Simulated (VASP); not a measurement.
# TaS2 (P-3m1) in VASP: notebook

Runs on TaS2. Level: PBE. Tasks: single point.

Program: VASP 6.6.1. These are calculated values, not measurements. Logs are shortened: lines on timing, memory, paths and dates and some standing lists are left out, and cuts for length are marked.

**1. The cell of the first run**

It takes space group P-3m1 (No. 164, trigonal). Conventional cell: a = 3.350 Å, b = 3.350 Å, c = 5.977 Å, α = 90.00°, β = 90.00°, γ = 120.00°. Ta (site symmetry -3m) has 6 S at 2.44 Å within 3.2 Å. Within 3.2 Å of S (site symmetry 3m) lie 3 Ta at 2.44 Å.

**2. Single point, PBE (zz strain of +2 %)**

File INCAR:

```
PREC = Accurate ; ENCUT = 500
EDIFF = 1E-6 ; ISMEAR = -1
SIGMA = 0.03 ; LREAL = False
LASPH = True ; NELM = 120
ALGO = Normal ; ISIF = 2
LWAVE = False ; LCHARG = True
GGA = PE ; LELF = True
LVHAR = True ; NBANDS = 18
GGA_COMPAT = False
```

File KPOINTS:

```
regular mesh
0
Gamma
  9 9 5
```

File POSCAR:

```
TaS2
1.0
    3.3500021206      0.0000000000      0.0000000000
   -1.6750010603      2.9011869392      0.0000000000
    0.0000000000      0.0000000000      5.9772000000
Ta S
1 2
Direct
    0.0000000000      0.0000000000      0.0000000000
    0.3333333333      0.6666666667      0.2500000000
    0.6666666667      0.3333333333      0.7500000000
```

Potentials or basis: VASP PAW PBE potentials, release 64 (Ta_pv, S).

Started as:

```
$ cat potpaw_PBE.64/Ta_pv/POTCAR potpaw_PBE.64/S/POTCAR > POTCAR
$ mpirun -np 1 vasp_std > vasp.out
```

OUTCAR:

```text
PREC = Accurate
   ENCUT = 500
   EDIFF = 1E-6
   ISMEAR = -1
   LREAL = False
   LASPH = True
   NELM = 120
   ISIF = 2
   GGA = PE

 ion  position               nearest neighbor table
   1  0.000  0.000  0.000-   2 2.44   3 2.44   3 2.44   2 2.44   3 2.44   2 2.44
   2  0.333  0.667  0.250-   1 2.44   1 2.44   1 2.44
   3  0.667  0.333  0.750-   1 2.44   1 2.44   1 2.44

  LATTYP: Found a hexagonal cell.
 ALAT       =     3.3500021206
 C/A-ratio  =     1.7842376765

  Lattice vectors:

 A1 = (   3.3500021206,   0.0000000000,   0.0000000000)
 A2 = (  -1.6750010603,   2.9011869392,   0.0000000000)
 A3 = (   0.0000000000,   0.0000000000,   5.9772000000)

Analysis of symmetry for initial positions (statically):
=====================================================================
 Subroutine PRICEL returns:
 Original cell was already a primitive cell.

 Routine SETGRP: Setting up the symmetry group for a
 hexagonal supercell.

 Subroutine GETGRP returns: Found 12 space group operations
 (whereof 12 operations were pure point group operations)
 out of a pool of 24 trial point group operations.

The static configuration has the point symmetry D_3d.

Analysis of symmetry for dynamics (positions and initial velocities):
=====================================================================
 Subroutine PRICEL returns:
 Original cell was already a primitive cell.

 Routine SETGRP: Setting up the symmetry group for a
 hexagonal supercell.

 Subroutine GETGRP returns: Found 12 space group operations
 (whereof 12 operations were pure point group operations)
 out of a pool of 24 trial point group operations.

The dynamic configuration has the point symmetry D_3d.

 Subroutine INISYM returns: Found 12 space group operations
 (whereof 12 operations are pure point group operations),
 and found     1 'primitive' translations

----------------------------------------------------------------------------------------

                                     Primitive cell

  volume of cell :      58.0923

  direct lattice vectors                    reciprocal lattice vectors
     3.350002121  0.000000000  0.000000000     0.298507274  0.172343255  0.000000000
    -1.675001060  2.901186939  0.000000000     0.000000000  0.344686510  0.000000000
     0.000000000  0.000000000  5.977200000     0.000000000  0.000000000  0.167302416

[... 76 lines left out ...]
   PREC   = accura    normal or accurate (medium, high low for compatibility)
   ISTART =      0    job   : 0-new  1-cont  2-samecut
   ICHARG =      2    charge: 1-file 2-atom 10-const
   ISPIN  =      1    spin polarized calculation?
   LNONCOLLINEAR =      F non collinear calculations
   LSORBIT =      F    spin-orbit coupling
   LASPH  =      T    aspherical Exc in radial PAW
   ENCUT  =  500.0 eV  36.75 Ry    6.06 a.u.   6.11  6.11 10.90*2*pi/ulx,y,z
   NELM   =    120;   NELMIN=  2; NELMDL= -5     # of ELM steps
   EDIFF  = 0.1E-05   stopping-criterion for ELM
   LREAL  =      F    real-space projection
   EDIFFG = 0.1E-04   stopping-criterion for IOM
   NSW    =      0    number of steps for IOM
   IBRION =     -1    ionic relax: 0-MD 1-quasi-New 2-CG
   NFREE  =      0    steps in history (QN), initial steepest desc. (CG)
   ISIF   =      2    stress and relaxation
   ISYM   =      2    0-nonsym 1-usesym 2-fastsym
   POTIM  = 0.5000    time-step for ionic-motion
   TEBEG  =    0.0;   TEEND  =   0.0 temperature during run
   PSTRESS=    0.0 pullay stress
   NELECT =      23.0000    total number of electrons
   NUPDOWN=      -1.0000    fix difference up-down
   EMIN   =  10.00;   EMAX   =-10.00  energy-range for DOS
   EFERMI =   0.00;   METHOD = LEGACY
   ISMEAR =    -1;   SIGMA  =   0.03  broadening in eV -4-tet -1-fermi 0-gaus
   EFERMI_NEDOS =   21; number of points for ismear=-14 and -15
   IALGO  =     38    algorithm
   IMIX   =      4    mixing-type and parameters
     AMIX     =   0.40;   BMIX     =  1.00
     AMIX_MAG =   1.60;   BMIX_MAG =  1.00
  volume/ion in A,a.u.               =      19.36       130.68
  Fermi-wavevector in a.u.,A,eV,Ry     =   1.202111  2.271660 19.661384  1.445071
  Thomas-Fermi vector in A             =   2.337901
   LORBIT       =      0    0 simple, 1 ext, 2 COOP (PROOUT), +10 PAW based schemes
   GGA     = PE    functional components
   LHFCALC =     F    Hartree Fock is set to
   AEXX    =    0.0000 exact exchange contribution
   IVDW    =     0    specifies the selected vdW correction
   LEPSILON=     F    determine dielectric tensor
   LRPA    =     F    only Hartree local field effects (RPA)
 non-spin polarized calculation
  energy-cutoff  :      500.00
  volume of cell :       58.09
 maximum number of plane-waves:      1506
   NGX = 13   NGY = 13   NGZ = 21

 number of electron      23.0000000 magnetization

 Free energy of the ion-electron system (eV)
  ---------------------------------------------------
  ext. energy  EPLUGINS =         0.00000000
  ---------------------------------------------------
  free energy    TOTEN  =       -23.08917340 eV

  energy without entropy =      -23.08383202  energy(sigma->0) =      -23.08650271

 E-fermi :   5.4403     XC(G=0): -10.4159

 val. band max:        5.4332239096   @ k =   0.2222   0.1111   0.0000
 cond. band min:       5.4515625732   @ k =   0.3333   0.1111   0.2000
 fundamental gap:      0.0183386636
 Fermi energy:         5.4402503121

 k-point     1 :       0.0000    0.0000    0.0000
  band No.  band energies     occupation
      1     -29.8332      2.00000
      2     -29.8129      2.00000
      3     -29.8129      2.00000
      4      -9.5697      2.00000
      5      -7.6250      2.00000
      6      -1.4414      2.00000
[... 481 lines left out ...]
      5      -7.6449      2.00000
      6      -0.3173      2.00000
[... 10 lines left out ...]
     17      12.1047      0.00000
     18      12.9425      0.00000

 [... further k-points ...]
[... 5 lines left out ...]
  --------------------------------------------------------------------------------------
  -------------------------------------------------------------------------------------
  Total        1.8377582      1.8377582      2.9397205     -0.0000000      0.0000000     -0.0000000
  in kB       50.6851070     50.6851070     81.0770700     -0.0000000      0.0000000     -0.0000000
  external PRESSURE =      60.8157613 kB  Pullay stress =       0.0000000 kB

 VOLUME and BASIS-vectors are now :
 -----------------------------------------------------------------------------
  energy-cutoff  :      500.00
  volume of cell :       58.09
      direct lattice vectors                 reciprocal lattice vectors
     3.350002121  0.000000000  0.000000000     0.298507274  0.172343255  0.000000000
    -1.675001060  2.901186939  0.000000000     0.000000000  0.344686510  0.000000000
     0.000000000  0.000000000  5.977200000     0.000000000  0.000000000  0.167302416

 POSITION                                       TOTAL-FORCE (eV/Angst)
 -----------------------------------------------------------------------------------
      0.00000      0.00000      0.00000        -0.000000      0.000000      0.000000
     -0.00000      1.93412      1.49430         0.000000     -0.000000      0.776950
      1.67500      0.96706      4.48290        -0.000000      0.000000     -0.776950
 -----------------------------------------------------------------------------------
    total drift:                               -0.000000      0.000000      0.000000

  FREE ENERGIE OF THE ION-ELECTRON SYSTEM (eV)
  ---------------------------------------------------
  free  energy   TOTEN  =       -23.0891734040 eV

  energy  without entropy=      -23.0838320240  energy(sigma->0) =      -23.08650271
```

Run time: 64 s. Hardware: 1 thread of Intel Xeon 8259CL, shared host; peak memory 0.2 GiB.

What came out:

* Free energy: -23.0892 eV
* Pressure: 6.1 GPa
* Largest force: 0.777 eV/Å

Forces on the atoms (eV/Å):
```
Ta   0.000  0.000  0.000
S    0.000  0.000  0.777
S    0.000  0.000 -0.777
```

Caveat: the cell differs from its parent crystal (zz strain of +2 %); spin-orbit coupling is left out, which moves the levels of the heavy elements; this functional lacks dispersion, which binds the layers, so the pressure and a relaxed spacing across them are unreliable.

**3. Single point, PBE (equal xx and yy strain of -3 %)**

File INCAR:

```
SYSTEM = TaS2
  PREC = Accurate
  ENCUT = 500
  EDIFF = 1E-6
  ISMEAR = -1
  SIGMA = 0.03
  LREAL = .False.
  LASPH = .True.
  NELM = 120
  ALGO = Normal
  ISIF = 2
  LWAVE = .False.
  LCHARG = .False.
  GGA = PE
  NBANDS = 18
  GGA_COMPAT = .False.
```

File KPOINTS:

```
regular mesh
0
Gamma
  9 9 5
  0 0 0
```

File POSCAR:

```
TaS2
1.0
    3.2495020570      0.0000000000      0.0000000000
   -1.6247510285      2.8141513310      0.0000000000
    0.0000000000      0.0000000000      5.8600000000
Ta S
1 2
Direct
    0.0000000000      0.0000000000      0.0000000000
    0.3333333333      0.6666666667      0.2500000000
    0.6666666667      0.3333333333      0.7500000000
```

Potentials or basis: VASP PAW PBE potentials, release 64 (Ta_pv, S).

Started as:

```
$ cat potpaw_PBE.64/Ta_pv/POTCAR potpaw_PBE.64/S/POTCAR > POTCAR
$ mpirun -np 1 vasp_std > vasp.out
```

OUTCAR:

```text
SYSTEM = TaS2
   PREC = Accurate
   ENCUT = 500
   EDIFF = 1E-6
   ISMEAR = -1
   LREAL = .False.
   LASPH = .True.
   NELM = 120
   ISIF = 2
   GGA = PE

 ion  position               nearest neighbor table
   1  0.000  0.000  0.000-   2 2.38   3 2.38   2 2.38   3 2.38   3 2.38   2 2.38
   2  0.333  0.667  0.250-   1 2.38   1 2.38   1 2.38
   3  0.667  0.333  0.750-   1 2.38   1 2.38   1 2.38

  LATTYP: Found a hexagonal cell.
 ALAT       =     3.2495020570
 C/A-ratio  =     1.8033532207

  Lattice vectors:

[... 676 lines left out ...]
      6       0.1044      2.00000
[... 10 lines left out ...]
     17      13.3138      0.00000
     18      13.9730      0.00000

 [... further k-points ...]
[... 5 lines left out ...]
  --------------------------------------------------------------------------------------
  -------------------------------------------------------------------------------------
  Total        6.4648475      6.4648475      7.2477165      0.0000000     -0.0000000      0.0000000
  in kB      193.2889334    193.2889334    216.6955044      0.0000000     -0.0000000      0.0000000
  external PRESSURE =     201.0911237 kB  Pullay stress =       0.0000000 kB

 VOLUME and BASIS-vectors are now :
 -----------------------------------------------------------------------------
  energy-cutoff  :      500.00
  volume of cell :       53.59
      direct lattice vectors                 reciprocal lattice vectors
     3.249502057  0.000000000  0.000000000     0.307739457  0.177673459  0.000000000
    -1.624751028  2.814151331  0.000000000     0.000000000  0.355346917  0.000000000
     0.000000000  0.000000000  5.860000000     0.000000000  0.000000000  0.170648464

 POSITION                                       TOTAL-FORCE (eV/Angst)
 -----------------------------------------------------------------------------------
      0.00000      0.00000      0.00000        -0.000000      0.000000      0.000000
     -0.00000      1.87610      1.46500         0.000000      0.000000      2.206971
      1.62475      0.93805      4.39500        -0.000000     -0.000000     -2.206971
 -----------------------------------------------------------------------------------
    total drift:                               -0.000000      0.000000      0.000000

  FREE ENERGIE OF THE ION-ELECTRON SYSTEM (eV)
  ---------------------------------------------------
  free  energy   TOTEN  =       -22.7385075815 eV

  energy  without entropy=      -22.7334713699  energy(sigma->0) =      -22.73598948
```

OSZICAR:

```text
N       E                     dE             d eps       ncg     rms          rms(c)
DAV:   1     0.149902408954E+03    0.14990E+03   -0.11302E+04  1800   0.113E+03
DAV:   2    -0.178394107566E+02   -0.16774E+03   -0.16425E+03  2312   0.291E+02
DAV:   3    -0.240373970129E+02   -0.61980E+01   -0.61560E+01  2350   0.535E+01
DAV:   4    -0.241061625980E+02   -0.68766E-01   -0.68714E-01  2314   0.611E+00
DAV:   5    -0.241072876648E+02   -0.11251E-02   -0.11250E-02  2306   0.774E-01    0.238E+01
DAV:   6    -0.228585978825E+02    0.12487E+01   -0.43513E+00  2084   0.134E+01    0.122E+01
DAV:   7    -0.227455969101E+02    0.11300E+00   -0.67737E-01  1992   0.490E+00    0.440E+00
DAV:   8    -0.227420864590E+02    0.35105E-02   -0.13058E-01  2238   0.221E+00    0.152E+00
DAV:   9    -0.227390179688E+02    0.30685E-02   -0.69055E-03  2280   0.599E-01    0.636E-01
DAV:  10    -0.227384395457E+02    0.57842E-03   -0.51024E-03  2100   0.427E-01    0.128E-01
DAV:  11    -0.227384970928E+02   -0.57547E-04   -0.49633E-04  1962   0.138E-01    0.379E-02
DAV:  12    -0.227385012176E+02   -0.41248E-05   -0.37116E-05  2288   0.424E-02    0.181E-02
DAV:  13    -0.227385075678E+02   -0.63501E-05   -0.99401E-06  2218   0.227E-02    0.628E-03
DAV:  14    -0.227385075815E+02   -0.13747E-07   -0.96814E-07  1430   0.666E-03
   1 F= -.22738508E+02 E0= -.22735989E+02  d E =-.503621E-02
```

It took 72 s on 1 thread of AMD EPYC 7R43 (Zen 3), shared host; peak memory 0.16 GiB.

What came out:

- Free energy: -22.7385 eV
- Pressure: 20.1 GPa
- Largest force: 2.207 eV/Å

Forces in eV/Å, atoms in the order of the input:
```
Ta   0.000  0.000  0.000
S    0.000  0.000  2.207
S    0.000  0.000 -2.207
```

Caveat: the cell differs from its parent crystal (equal xx and yy strain of -3 %); spin-orbit coupling is left out, which moves the levels of the heavy elements; this functional lacks dispersion, which binds the layers, so the pressure and a relaxed spacing across them are unreliable; forces of over 1 eV/Å act on the atoms, so gaps and moduli don't describe the material at rest.

(Part 1 of 2 ends here.)
